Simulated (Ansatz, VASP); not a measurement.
# PtSe2 in VASP and in Ansatz

The input INCAR:

```
PREC = Accurate
ENCUT = 520
EDIFF = 1E-6
ISMEAR = 0
SIGMA = 0.15
LREAL = False
LASPH = True
NELM = 60
ALGO = Normal
ISIF = 2
LWAVE = False
LCHARG = False
GGA = PS
IVDW = 12
NBANDS = 18
```

The input KPOINTS:

```
regular mesh
0
Gamma
  12 12 10
```

The input POSCAR:

```
PtSe2
1.0
    3.5564205774      0.0000000000      0.0000000000
   -1.7782102887      3.0799505666      0.0000000000
    0.0000000000      0.0000000000      5.0620000000
Pt Se
1 2
Direct
    0.0000000000      0.0000000000      0.0000000000
    0.3333333333      0.6666666667      0.2500000000
    0.6666666667      0.3333333333      0.7500000000
```

Input for Ansatz:

```yaml
crystal:
  lattice:
    - [3.5564205774, 0.0, 0.0]
    - [-1.7782102887, 3.0799505666, 0.0]
    - [0.0, 0.0, 5.062]
  atoms:
    - { symbol: Pt, position: [0.0, 0.0, 0.0] }
    - { symbol: Se, position: [0.3333333333, 0.6666666667, 0.25] }
    - { symbol: Se, position: [0.6666666667, 0.3333333333, 0.75] }
basis:
  ecutwfc: 420
kpoints:
  mp_grid: { grid: [12, 12, 10] }
hamiltonian:
  xc: pbesol
  dispersion: d3bj
scf:
  occupations: { method: gaussian, width: 0.15 }
output:
  forces: true
  stress: true
  eigenvalues: true
```

Change from the starting cell: strain -0.0450 x Voigt [1, 1, 0, 0, 0, 0], atoms carried along.

Alike in both runs: task single point; functional PBEsol; dispersion D3(BJ); k mesh 12 × 12 × 10; occupations gaussian, width 0.15 eV; no spin polarisation.

|  | VASP | Ansatz |
| --- | --- | --- |
| version | VASP 6.6.1 | Ansatz 0.2.0 |
| potentials or method | VASP PAW PBE potentials, release 64 (Pt, Se), cutoff 520 eV | scalar-relativistic, plane waves, PAW |
| valence electrons in the cell | 22 | 50 |

Ansatz gave:

* gap on the k mesh at the Fermi level (eV): none
* pressure (GPa): 15.7
* traceless stress, the component that is largest in VASP (GPa): -6.63
* rms of the force components (eV/Å): 0.771

Q: What did VASP give for the same quantities?

A: gap on the k mesh at the Fermi level (eV): none; pressure (GPa): 16.0; traceless stress, the component that is largest in VASP (GPa): -6.70; rms of the force components (eV/Å): 0.786.

VASP's potentials were made for PBE, not for PBEsol. Atom by atom the forces differ by 0.015 eV/Å (rms over components). A gap of «none» marks a metal or a gap that the smearing closes. VASP's potentials hold 22 valence electrons a cell and Ansatz's 50, so a difference there can come from the potentials and not from the codes.

Neither program's run includes spin-orbit coupling.
